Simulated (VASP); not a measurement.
# Si (P6_3/mmc) in VASP: further runs

The runs below take Si through single point, with LDA.

All numbers are computed with VASP 6.6.1; they aren't measurements. Logs are shortened: lines on timing, memory, paths and dates and some standing lists are left out, and cuts for length are marked.

### 1 The cell of the first run

Symmetry: P6_3/mmc, No. 194, hexagonal system. Conventional cell: a = 3.909 Å, b = 3.909 Å, c = 5.949 Å, α = 90.00°, β = 90.00°, γ = 120.00°. Within 2.9 Å of Si (site symmetry 3m) lie 4 Si at 2.22 to 2.38 Å.

### 2 Single point, LDA (c/a of the conventional cell at fixed volume 1.5219)

File INCAR:

```
SYSTEM = Si
PREC = Accurate
ENCUT = 520
EDIFF = 1E-6
ISMEAR = 0
SIGMA = 0.03
LREAL = .FALSE.
LASPH = .TRUE.
NELM = 60
ALGO = Normal
ISIF = 2
LWAVE = .FALSE.
LCHARG = .FALSE.
NBANDS = 16
```

File KPOINTS:

```
regular mesh
0
G
  12 12 6
  0 0 0
```

File POSCAR:

```
Si
1.0
    3.9087888130      0.0000000000      0.0000000000
   -1.9543944065      3.3851104101      0.0000000000
    0.0000000000      0.0000000000      5.9487856945
Si
4
Direct
    0.3333333333      0.6666666667      0.0630360460
    0.6666666667      0.3333333333      0.5630360460
    0.3333333333      0.6666666667      0.4369639540
    0.6666666667      0.3333333333      0.9369639540
```

Potentials or basis: VASP PAW LDA potentials, release 64 (Si).

Command:

```bash
> cat potpaw_LDA.64/Si/POTCAR > POTCAR
> mpirun -np 1 vasp_std > vasp.out
```

OUTCAR:

```text
SYSTEM = Si
   PREC = Accurate
   ENCUT = 520
   EDIFF = 1E-6
   ISMEAR = 0
   LREAL = .FALSE.
   LASPH = .TRUE.
   NELM = 60
   ISIF = 2

 ion  position               nearest neighbor table
   1  0.333  0.667  0.063-   3 2.22   4 2.38   4 2.38   4 2.38
   2  0.667  0.333  0.563-   4 2.22   3 2.38   3 2.38   3 2.38
   3  0.333  0.667  0.437-   1 2.22   2 2.38   2 2.38   2 2.38
   4  0.667  0.333  0.937-   2 2.22   1 2.38   1 2.38   1 2.38

  LATTYP: Found a hexagonal cell.
 ALAT       =     3.9087888130
 C/A-ratio  =     1.5219000000

  Lattice vectors:

 A1 = (   3.9087888130,   0.0000000000,   0.0000000000)
 A2 = (  -1.9543944065,   3.3851104101,   0.0000000000)
 A3 = (   0.0000000000,   0.0000000000,   5.9487856945)

Analysis of symmetry for initial positions (statically):
=====================================================================
 Subroutine PRICEL returns:
 Original cell was already a primitive cell.

 Routine SETGRP: Setting up the symmetry group for a
 hexagonal supercell.

 Subroutine GETGRP returns: Found 24 space group operations
 (whereof 12 operations were pure point group operations)
 out of a pool of 24 trial point group operations.

The static configuration has the point symmetry D_3d.
 The point group associated with its full space group is D_6h.

Analysis of symmetry for dynamics (positions and initial velocities):
=====================================================================
 Subroutine PRICEL returns:
 Original cell was already a primitive cell.

 Routine SETGRP: Setting up the symmetry group for a
 hexagonal supercell.

 Subroutine GETGRP returns: Found 24 space group operations
 (whereof 12 operations were pure point group operations)
 out of a pool of 24 trial point group operations.

The dynamic configuration has the point symmetry D_3d.
 The point group associated with its full space group is D_6h.

 Subroutine INISYM returns: Found 24 space group operations
 (whereof 12 operations are pure point group operations),
 and found     1 'primitive' translations

----------------------------------------------------------------------------------------

                                     Primitive cell

  volume of cell :      78.7124

  direct lattice vectors                    reciprocal lattice vectors
     3.908788813  0.000000000  0.000000000     0.255833724  0.147705670  0.000000000
    -1.954394407  3.385110410  0.000000000     0.000000000  0.295411339  0.000000000
     0.000000000  0.000000000  5.948785694     0.000000000  0.000000000  0.168101534

  length of vectors
     3.908788813  3.908788813  5.948785694     0.295411339  0.295411339  0.168101534

  position of ions in fractional coordinates (direct lattice)
     0.333333333  0.666666667  0.063036046
     0.666666667  0.333333333  0.563036046
     0.333333333  0.666666667  0.436963954
     0.666666667  0.333333333  0.936963954

  ion indices of the primitive-cell ions
   primitive index   ion index
                 1           1
                 2           2
                 3           3
                 4           4

----------------------------------------------------------------------------------------

 KPOINTS: regular mesh

Automatic generation of k-mesh.
 Grid dimensions read from file:
 generate k-points for:   12   12    6

 Generating k-lattice:

  Cartesian coordinates                     Fractional coordinates (reciprocal lattice)
     0.021319477  0.012308806  0.000000000     0.083333333  0.000000000  0.000000000
     0.000000000  0.024617612  0.000000000     0.000000000  0.083333333  0.000000000
     0.000000000  0.000000000  0.028016922     0.000000000  0.000000000  0.166666667

  Length of vectors
     0.024617612  0.024617612  0.028016922

  Shift w.r.t. Gamma in fractional coordinates (k-lattice)
     0.000000000  0.000000000  0.000000000

 Subroutine IBZKPT returns following result:
 ===========================================

 Found     76 irreducible k-points:

 Following reciprocal coordinates:
            Coordinates               Weight
  0.000000  0.000000  0.000000      1.000000
  0.083333  0.000000  0.000000      6.000000
  0.166667  0.000000  0.000000      6.000000
  0.250000  0.000000  0.000000      6.000000
  0.333333  0.000000  0.000000      6.000000
  0.416667  0.000000  0.000000      6.000000
[... 16 lines left out ...]
  0.250000  0.000000  0.166667     12.000000
  0.333333  0.000000  0.166667     12.000000
 [... further k-points ...]
   k-points           NKPTS =     76   k-points in BZ     NKDIM =     76   number of bands    NBANDS=     16
   number of dos      NEDOS =    301   number of ions     NIONS =      4
   total plane-waves  NPLWV =  43200
   dimension x,y,z NGX =    30 NGY =   30 NGZ =   48
   dimension x,y,z NGXF=    60 NGYF=   60 NGZF=   96
   ions per type =               4
   NGX,Y,Z   is equivalent  to a cutoff of  12.76, 12.76, 13.41 a.u.
   NGXF,Y,Z  is equivalent  to a cutoff of  25.52, 25.52, 26.83 a.u.
 SYSTEM =  Si
   PREC   = accura    normal or accurate (medium, high low for compatibility)
   ISTART =      0    job   : 0-new  1-cont  2-samecut
   ICHARG =      2    charge: 1-file 2-atom 10-const
   ISPIN  =      1    spin polarized calculation?
   LNONCOLLINEAR =      F non collinear calculations
   LSORBIT =      F    spin-orbit coupling
   LASPH  =      T    aspherical Exc in radial PAW
   ENCUT  =  520.0 eV  38.22 Ry    6.18 a.u.   7.27  7.27 11.06*2*pi/ulx,y,z
   NELM   =     60;   NELMIN=  2; NELMDL= -5     # of ELM steps
   EDIFF  = 0.1E-05   stopping-criterion for ELM
   LREAL  =      F    real-space projection
   EDIFFG = 0.1E-04   stopping-criterion for IOM
   NSW    =      0    number of steps for IOM
   IBRION =     -1    ionic relax: 0-MD 1-quasi-New 2-CG
   NFREE  =      0    steps in history (QN), initial steepest desc. (CG)
   ISIF   =      2    stress and relaxation
   ISYM   =      2    0-nonsym 1-usesym 2-fastsym
   POTIM  = 0.5000    time-step for ionic-motion
   TEBEG  =    0.0;   TEEND  =   0.0 temperature during run
   PSTRESS=    0.0 pullay stress
   NELECT =      16.0000    total number of electrons
   NUPDOWN=      -1.0000    fix difference up-down
   EMIN   =  10.00;   EMAX   =-10.00  energy-range for DOS
   EFERMI =   0.00;   METHOD = LEGACY
   ISMEAR =     0;   SIGMA  =   0.03  broadening in eV -4-tet -1-fermi 0-gaus
   EFERMI_NEDOS =   21; number of points for ismear=-14 and -15
   IALGO  =     38    algorithm
   IMIX   =      4    mixing-type and parameters
     AMIX     =   0.40;   BMIX     =  1.00
     AMIX_MAG =   1.60;   BMIX_MAG =  1.00
  volume/ion in A,a.u.               =      19.68       132.79
  Fermi-wavevector in a.u.,A,eV,Ry     =   0.962573  1.818999 12.606436  0.926547
  Thomas-Fermi vector in A             =   2.092044
   LORBIT       =      0    0 simple, 1 ext, 2 COOP (PROOUT), +10 PAW based schemes
   GGA     = CA    functional components
   LHFCALC =     F    Hartree Fock is set to
   AEXX    =    0.0000 exact exchange contribution
   IVDW    =     0    specifies the selected vdW correction
   LEPSILON=     F    determine dielectric tensor
   LRPA    =     F    only Hartree local field effects (RPA)
 non-spin polarized calculation
 Gauss-broadening in eV      SIGMA  =   0.03
  energy-cutoff  :      520.00
  volume of cell :       78.71
 maximum number of plane-waves:      2144
 NGX is ok and might be reduce to    30
   NGX = 15   NGY = 15   NGZ = 23

 number of electron      16.0000001 magnetization

 Free energy of the ion-electron system (eV)
  ---------------------------------------------------
  ext. energy  EPLUGINS =         0.00000000
  ---------------------------------------------------
  free energy    TOTEN  =       -23.51666501 eV

  energy without entropy =      -23.51657650  energy(sigma->0) =      -23.51662075

 E-fermi :   6.1543     XC(G=0):  -9.6595

 val. band max:        6.1324707954   @ k =   0.0833   0.0000   0.0000
 cond. band min:       6.2067253068   @ k =   0.4167   0.0000   0.0000
 fundamental gap:      0.0742545114
 Fermi energy:         6.1543355768

 k-point     1 :       0.0000    0.0000    0.0000
  band No.  band energies     occupation
      1      -6.1706      2.00000
      2      -3.2095      2.00000
      3      -1.2828      2.00000
      4       4.2207      2.00000
      5       4.2207      2.00000
      6       5.8905      2.00000
[... 8 lines left out ...]
     15      10.4562      0.00000
     16      11.6595      0.00000

 k-point     2 :       0.0833    0.0000    0.0000
  band No.  band energies     occupation
      1      -6.0943      2.00000
      2      -3.1311      2.00000
      3      -1.2525      2.00000
      4       3.5327      2.00000
      5       4.0643      2.00000
      6       5.6587      2.00000
[... 8 lines left out ...]
     15      10.7470      0.00000
     16      11.2402      0.00000

 k-point     3 :       0.1667    0.0000    0.0000
  band No.  band energies     occupation
      1      -5.8675      2.00000
      2      -2.8975      2.00000
      3      -1.1928      2.00000
      4       2.4204      2.00000
      5       3.7139      2.00000
      6       4.4784      2.00000
[... 8 lines left out ...]
     15      11.4359      0.00000
     16      11.5218      0.00000

 k-point     4 :       0.2500    0.0000    0.0000
  band No.  band energies     occupation
      1      -5.4983      2.00000
      2      -2.5151      2.00000
      3      -1.2324      2.00000
      4       1.5044      2.00000
      5       3.2290      2.00000
      6       3.3414      2.00000
[... 8 lines left out ...]
     15      11.7741      0.00000
     16      12.6228      0.00000

 k-point     5 :       0.3333    0.0000    0.0000
  band No.  band energies     occupation
      1      -5.0069      2.00000
      2      -2.0012      2.00000
      3      -1.5962      2.00000
      4       1.0989      2.00000
      5       2.0568      2.00000
      6       3.0390      2.00000
[... 8 lines left out ...]
     15      12.7350      0.00000
     16      13.0812      0.00000

 k-point     6 :       0.4167    0.0000    0.0000
  band No.  band energies     occupation
      1      -4.4589      2.00000
      2      -2.2208      2.00000
      3      -1.4160      2.00000
      4       1.0652      2.00000
      5       1.1640      2.00000
      6       2.8469      2.00000
[... 8 lines left out ...]
     15      13.6738      0.00000
     16      14.0206      0.00000

 k-point     7 :       0.5000    0.0000    0.0000
  band No.  band energies     occupation
      1      -4.1369      2.00000
      2      -2.5975      2.00000
      3      -1.0594      2.00000
      4       0.5716      2.00000
      5       1.2814      2.00000
      6       2.7813      2.00000
[... 8 lines left out ...]
     15      13.6116      0.00000
     16      14.2786      0.00000

 k-point     8 :       0.0833    0.0833    0.0000
  band No.  band energies     occupation
      1      -5.9427      2.00000
      2      -2.9751      2.00000
      3      -1.2065      2.00000
      4       2.7575      2.00000
      5       3.7125      2.00000
      6       4.8454      2.00000
[... 8 lines left out ...]
     15      10.8922      0.00000
     16      11.2911      0.00000

 k-point     9 :       0.1667    0.0833    0.0000
  band No.  band energies     occupation
      1      -5.6442      2.00000
      2      -2.6666      2.00000
      3      -1.1884      2.00000
      4       1.8651      2.00000
      5       3.2091      2.00000
      6       3.7355      2.00000
[... 8 lines left out ...]
     15      11.2851      0.00000
     16      11.5036      0.00000
[... 172 lines left out ...]
 k-point    19 :       0.3333    0.3333    0.0000
  band No.  band energies     occupation
      1      -3.2230      2.00000
      2      -3.2230      2.00000
      3      -0.0595      2.00000
      4      -0.0595      2.00000
      5       0.8057      2.00000
      6       2.3488      2.00000
[... 8 lines left out ...]
     15      12.9063      0.00000
     16      12.9063      0.00000

 k-point    20 :       0.0000    0.0000    0.1667
  band No.  band energies     occupation
      1      -6.0650      2.00000
      2      -3.7270      2.00000
      3      -0.5887      2.00000
      4       4.3069      2.00000
      5       4.3069      2.00000
      6       5.2276      2.00000
[... 8 lines left out ...]
     15      10.6506      0.00000
     16      12.0093      0.00000

 k-point    21 :       0.0833    0.0000    0.1667
  band No.  band energies     occupation
      1      -5.9889      2.00000
      2      -3.6521      2.00000
      3      -0.5611      2.00000
      4       3.6348      2.00000
      5       4.1515      2.00000
      6       4.8583      2.00000
[... 8 lines left out ...]
     15      10.6399      0.00000
     16      11.8294      0.00000

 k-point    22 :       0.1667    0.0000    0.1667
  band No.  band energies     occupation
      1      -5.7626      2.00000
      2      -3.4311      2.00000
      3      -0.5178      2.00000
      4       2.5558      2.00000
      5       3.8028      2.00000
      6       3.8794      2.00000
[... 8 lines left out ...]
     15      11.2042      0.00000
     16      11.7568      0.00000

 k-point    23 :       0.2500    0.0000    0.1667
  band No.  band energies     occupation
      1      -5.3943      2.00000
      2      -3.0790      2.00000
      3      -0.6214      2.00000
      4       1.7311      2.00000
      5       2.7201      2.00000
      6       3.4316      2.00000
[... 8 lines left out ...]
     15      11.9411      0.00000
     16      12.3532      0.00000

 k-point    24 :       0.3333    0.0000    0.1667
  band No.  band energies     occupation
      1      -4.9049      2.00000
      2      -2.6527      2.00000
      3      -1.0647      2.00000
      4       1.4560      2.00000
      5       1.6285      2.00000
      6       3.1301      2.00000
[... 8 lines left out ...]
     15      12.8455      0.00000
     16      13.1142      0.00000

 [... further k-points ...]
[... 5 lines left out ...]
  --------------------------------------------------------------------------------------
  -------------------------------------------------------------------------------------
  Total       -2.9336413     -2.9336413      7.6317156      0.0000000      0.0000000      0.0000000
  in kB      -59.7137339    -59.7137339    155.3421784      0.0000000      0.0000000      0.0000000
  external PRESSURE =      11.9715702 kB  Pullay stress =       0.0000000 kB

 VOLUME and BASIS-vectors are now :
 -----------------------------------------------------------------------------
  energy-cutoff  :      520.00
  volume of cell :       78.71
      direct lattice vectors                 reciprocal lattice vectors
     3.908788813  0.000000000  0.000000000     0.255833724  0.147705670  0.000000000
    -1.954394407  3.385110410  0.000000000     0.000000000  0.295411339  0.000000000
     0.000000000  0.000000000  5.948785694     0.000000000  0.000000000  0.168101534

 POSITION                                       TOTAL-FORCE (eV/Angst)
 -----------------------------------------------------------------------------------
     -0.00000      2.25674      0.37499        -0.000000     -0.000000     -1.182517
      1.95439      1.12837      3.34938         0.000000     -0.000000     -1.182517
     -0.00000      2.25674      2.59940        -0.000000     -0.000000      1.182517
      1.95439      1.12837      5.57380         0.000000      0.000000      1.182517
 -----------------------------------------------------------------------------------
    total drift:                               -0.000000      0.000000     -0.000000

  FREE ENERGIE OF THE ION-ELECTRON SYSTEM (eV)
  ---------------------------------------------------
  free  energy   TOTEN  =       -23.5166650051 eV

  energy  without entropy=      -23.5165765049  energy(sigma->0) =      -23.51662075
```

It took 75 s on 1 thread of Intel Xeon 6975P-C, shared host; peak memory 0.2 GiB.

What came out:

```
Free energy            : -23.5167 eV
Pressure               : 1.2 GPa
Largest force          : 1.183 eV/Å
Band gap on the k mesh : zero (band 8 reaches 6.27 eV, above the bottom of band 9 at 6.12 eV)
```

Forces in eV/Å, atoms in the order of the input:
```
Si   0.000  0.000 -1.183
Si   0.000  0.000 -1.183
Si   0.000  0.000  1.183
Si   0.000  0.000  1.183
```

Stress tensor (GPa, compression positive):
```
-5.97  0.00  0.00
 0.00 -5.97  0.00
 0.00  0.00 15.53
```

Caveat: forces of over 1 eV/Å act on the atoms, so gaps and moduli don't describe the material at rest.

### 3 Single point, LDA (c/a of the conventional cell at fixed volume 1.7865)

File INCAR:

```
ALGO = Normal
EDIFF = 1E-6
ENCUT = 520
ISIF = 2
ISMEAR = 0
LASPH = T
LCHARG = F
LREAL = F
LWAVE = F
NBANDS = 16
NELM = 60
PREC = Accurate
SIGMA = 0.03
```

File KPOINTS:

```
k-points
0
Gamma
  12 12 6
```

File POSCAR:

```
Si
1.0
    3.7054125847      0.0000000000      0.0000000000
   -1.8527062924      3.2089814298      0.0000000000
    0.0000000000      0.0000000000      6.6197195825
Si
4
Direct
    0.3333333333      0.6666666667      0.0725769780
    0.6666666667      0.3333333333      0.5725769780
    0.3333333333      0.6666666667      0.4274230220
    0.6666666667      0.3333333333      0.9274230220
```

Potentials or basis: VASP PAW LDA potentials, release 64 (Si).

Command:

```bash
> cat potpaw_LDA.64/Si/POTCAR > POTCAR
> mpirun -np 1 vasp_std > vasp.out
```

It took 69 s on 1 thread of Intel Xeon 6975P-C, shared host; peak memory 0.2 GiB.

Results (log left out):

```
Free energy            : -23.5718 eV
Pressure               : -0.7 GPa
Largest force          : 0.878 eV/Å
Band gap on the k mesh : zero (band 8 reaches 6.65 eV, above the bottom of band 9 at 6.45 eV)
```

Forces in eV/Å, atoms in the order of the input:
```
Si   0.000  0.000 -0.878
Si   0.000  0.000 -0.878
Si   0.000  0.000  0.878
Si   0.000  0.000  0.878
```

Stress tensor (GPa, compression positive):
```
 2.52  0.00  0.00
 0.00  2.52  0.00
 0.00  0.00 -7.14
```

Levels at points of the mesh, in eV from the Fermi level:
```csv
k point,band 5,band 6,band 7,band 8,band 9,band 10,band 11,band 12
"(0.00, 0.00, 0.00)",-1.21,-1.21,0.17,0.17,0.98,1.72,2.03,2.03
"(0.50, 0.00, 0.00)",-5.21,-3.62,-2.93,-1.46,0.49,1.85,2.13,2.66
"(0.00, 0.00, 0.50)",-0.68,-0.68,-0.68,-0.68,2.29,2.29,3.02,3.02
"(0.50, 0.00, 0.50)",-3.24,-3.24,-2.36,-2.36,0.23,0.23,1.42,1.42
```
